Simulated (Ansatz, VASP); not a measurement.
## Two plane-wave programs on Mg8O9

```xyz
17
Lattice="0.0000 3.8990 3.8990 3.8990 0.0000 3.8990 3.8990 3.8990 0.0000" Properties=species:S:1:pos:R:3 pbc="T T T"
Mg    0.0388   -0.0562    0.0581
Mg    1.8954    2.0584    0.0860
Mg    1.8955   -0.0287    2.1724
Mg    3.8832    1.8937    2.0075
Mg   -0.0918    1.8936    2.0077
Mg    1.8952    3.8151    1.8421
Mg    1.8956    1.7274    3.9294
Mg    3.7515    3.8430    3.9569
O     1.8955    1.8931    2.0077
O     3.8449    3.8430    2.0076
O     3.8448    1.8936    3.9569
O     5.7944    3.8421    3.9569
O     1.8954    4.3152    3.4846
O     3.8452    5.7921    3.9572
O     3.8452    3.8434    5.9062
O     5.7947    5.7929    5.9066
O     5.7941    7.2688    4.4290
```

Alike in both runs: functional LDA; k mesh 2 × 2 × 2; occupations fermi-dirac, width 0.05 eV; collinear spin.

Ansatz relaxed the structure, and its values are those at the end. VASP's run is a single point on that final structure, the one shown.

|  | VASP | Ansatz |
| --- | --- | --- |
| version | VASP 6.6.1 | Ansatz 0.2.0 |
| potentials or method | VASP PAW LDA potentials, release 64 (Mg, O), cutoff 520 eV | scalar-relativistic, plane waves, PAW |
| valence electrons in the cell | 70 | 134 |

Ansatz gave:

* gap on the k mesh at the Fermi level (eV): 5.76
* rms of the force components (eV/Å): 0.006
* net moment per atom (μB): 0.00

Estimate VASP's values.

gap on the k mesh at the Fermi level (eV): 5.76; rms of the force components (eV/Å): 0.085; net moment per atom (μB): 0.00.

Ansatz warns that its potentials were made for another functional, while VASP's fit it. LDA's correlation is that of Perdew and Zunger in VASP and of Perdew and Wang (1992) in Ansatz. VASP's potentials hold 70 valence electrons a cell and Ansatz's 134, so a difference there can come from the potentials and not from the codes. Ansatz's warnings: seeded moment not kept.

The k mesh is coarse, so the values compare programs but aren't converged.
